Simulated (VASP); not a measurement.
Set up this calculation in VASP 6.6.1, as the native input.

```yaml
Task: single point
Functional: PBE
Potentials_or_basis: VASP PAW PBE potentials, release 64 (Sn_d)
Cutoff: 520 eV
k_mesh: 18 × 18 × 18
Occupations: fermi-dirac, width 0.1 eV
Spin: no spin polarisation
Dipole_correction: no
Further_INCAR_settings: ALGO = Normal; EDIFF = 1e-07; NBANDS = 13
```

The structure of Sn lies in POSCAR:

```
Sn
1.0
    0.0000000000      2.4111428816      2.4111428816
    2.4111428816      0.0000000000      2.4111428816
    2.4111428816      2.4111428816      0.0000000000
Sn
1
Direct
    0.0000000000      0.0000000000      0.0000000000
```

This isn't the form of Sn at room conditions, which is tetragonal (white tin).

These files were run (other wordings do the same):

INCAR

```
PREC = Accurate
ENCUT = 520
EDIFF = 1E-7
ISMEAR = -1
SIGMA = 0.1
LREAL = False
LASPH = True
NELM = 80
ALGO = Normal
ISIF = 2
LWAVE = False
LCHARG = True
GGA = PE
LELF = True
LVHAR = True
NBANDS = 13
```

KPOINTS

```
Automatic mesh
0
Gamma
  18 18 18
```

Potentials or basis: VASP PAW PBE potentials, release 64 (Sn_d).

Run with:

```console
$ cat potpaw_PBE.64/Sn_d/POTCAR > POTCAR
$ mpirun -np 1 vasp_std > vasp.out
```

It gave:

| Item | Value |
| --- | --- |
| Pressure | -0.1 GPa |
| Band gap on the k mesh | zero (bands 7 and 8 overlap by 9.31 eV) |

Caveat: spin-orbit coupling is left out, which moves the levels of the heavy elements.

Run time: 51 s on 1 thread of Intel(R) Xeon(R) Platinum 8259CL CPU @ 2.50GHz (Skylake/Cascade Lake), with other jobs on the host, peak memory 0.2 GiB.
